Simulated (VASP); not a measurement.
Write the native input for VASP 6.6.1 that does the following.

* Task: single point
* Functional: r2SCAN
* Potentials or basis: VASP PAW PBE potentials, release 64 (P)
* Cutoff: 520 eV
* k mesh: 8 × 1 × 6
* Occupations: gaussian, width 0.05 eV
* Spin: no spin polarisation
* Dipole correction: no
* Further INCAR settings: ALGO = Normal; EDIFF = 1e-06; NBANDS = 18

The system is P, a slab with vacuum.

```
CELL_PARAMETERS angstrom
3.28373 0.00000 0.00000
0.00000 34.85703 0.00000
0.00000 0.00000 4.63208
ATOMIC_POSITIONS crystal
P 0.04307 0.97432 0.54897
P 0.00000 0.02974 0.40785
P 0.50000 0.02974 0.09215
P 0.50000 0.97026 0.90785
```

This cell differs from its parent crystal: atom 1 (P) moved by (+0.200, -0.200) A along [1 1 0] and z.

The input as run:

POSCAR

```
P
1.0
    3.2837277200      0.0000000000      0.0000000000
    0.0000000000     34.8570309900      0.0000000000
    0.0000000000      0.0000000000      4.6320847100
P
4
Direct
    0.0430673211      0.9743186131      0.5489736167
    0.0000000000      0.0297385700      0.4078492800
    0.5000000000      0.0297385700      0.0921507200
    0.5000000000      0.9702614300      0.9078492800
```

INCAR.step1

```
PREC = Accurate ; ENCUT = 520
ISMEAR = 0 ; SIGMA = 0.05
LREAL = F ; LASPH = T
NELM = 100 ; NBANDS = 18
GGA = PE ; ALGO = Normal
EDIFF = 1E-4 ; LWAVE = T
LCHARG = F
```

INCAR.step2

```
PREC = Accurate ; ENCUT = 520
EDIFF = 1E-6 ; ISMEAR = 0
SIGMA = 0.05 ; LREAL = F
LASPH = T ; NELM = 100
ALGO = Normal ; ISIF = 2
LWAVE = F ; LCHARG = F
METAGGA = R2SCAN ; LMIXTAU = T
NBANDS = 18 ; ISTART = 1
```

KPOINTS

```
Automatic mesh
0
Gamma
  8 1 6
```

Potentials or basis: VASP PAW PBE potentials, release 64 (P).

Run with:

```sh
$ cat potpaw_PBE.64/P/POTCAR > POTCAR
$ cp INCAR.step1 INCAR
$ mpirun -np 1 vasp_std > vasp.out
$ cp INCAR.step2 INCAR
$ mpirun -np 1 vasp_std > vasp.out
```

It gave:

```
Largest force          : 3.740 eV/Å
Band gap on the k mesh : 1.27 eV (least direct gap 1.64 eV)
```

Caveat: the cell differs from its parent crystal (atom 1 (P) moved by (+0.200, -0.200) A along [1 1 0] and z); the PAW data sets were made with another functional, which shifts forces and pressure a little.

Wall time 15 min on 1 thread of Intel(R) Xeon(R) Platinum 8488C (Sapphire Rapids), on a shared host, peak memory 0.67 GiB.
